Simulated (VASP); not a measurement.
A run of VASP 6.6.1 is set up as follows.

INCAR

```
SYSTEM = MgZn2O3
PREC     = Accurate       ! precision mode
ENCUT    = 520            ! plane-wave cutoff, eV
EDIFF    = 1E-6           ! SCF threshold, eV
ISMEAR   = -1             ! smearing method
SIGMA    = 0.02           ! smearing width, eV
LREAL    = .False.        ! projectors in reciprocal space
LASPH    = .True.         ! aspherical terms in the spheres
NELM     = 60             ! most SCF steps
ALGO     = Normal         ! electronic algorithm
ISIF     = 2              ! what is computed and relaxed
LWAVE    = .False.        ! write WAVECAR
LCHARG   = .False.        ! write CHGCAR
GGA      = PS             ! functional
NBANDS   = 31             ! bands
```

The input KPOINTS:

```
regular mesh
0
Gamma
  12 12 4
  0 0 0
```

The input POSCAR:

```
MgZn2O3
1.0
    3.0088124578      0.0000000000      0.0000000000
   -1.5044062289      2.6057080237      0.0000000000
    0.0000000000      0.0000000000      7.3342160131
Mg Zn O
1 2 3
Direct
    0.0000000000      0.0000000000      0.0000000000
    0.3333333333      0.6666666667      0.6682293695
    0.6666666667      0.3333333333      0.3317706305
    0.3333333333      0.6666666667      0.1617355989
    0.6666666667      0.3333333333      0.8382644011
    0.0000000000      0.0000000000      0.5000000000
```

Potentials or basis: VASP PAW PBE potentials, release 64 (Mg, Zn, O).

Launch:

```sh
$ cat potpaw_PBE.64/Mg/POTCAR potpaw_PBE.64/Zn/POTCAR potpaw_PBE.64/O/POTCAR > POTCAR
$ mpirun -np 1 vasp_std > vasp.out
```

Task: What does it give for the pressure?

Result: 0.6 GPa.

Task: What does it give for the band gap on the k mesh?

Result: 1.85 eV.

Task: Estimate the largest force.

Result: 0.074 eV/Å.

Forces on the atoms (eV/Å):
```
Mg   0.000  0.000  0.000
Zn   0.000  0.000  0.008
Zn   0.000  0.000 -0.008
O    0.000  0.000 -0.074
O    0.000  0.000  0.074
O    0.000  0.000  0.000
```

Caveat: the PAW data sets were made with another functional, which shifts forces and pressure a little.
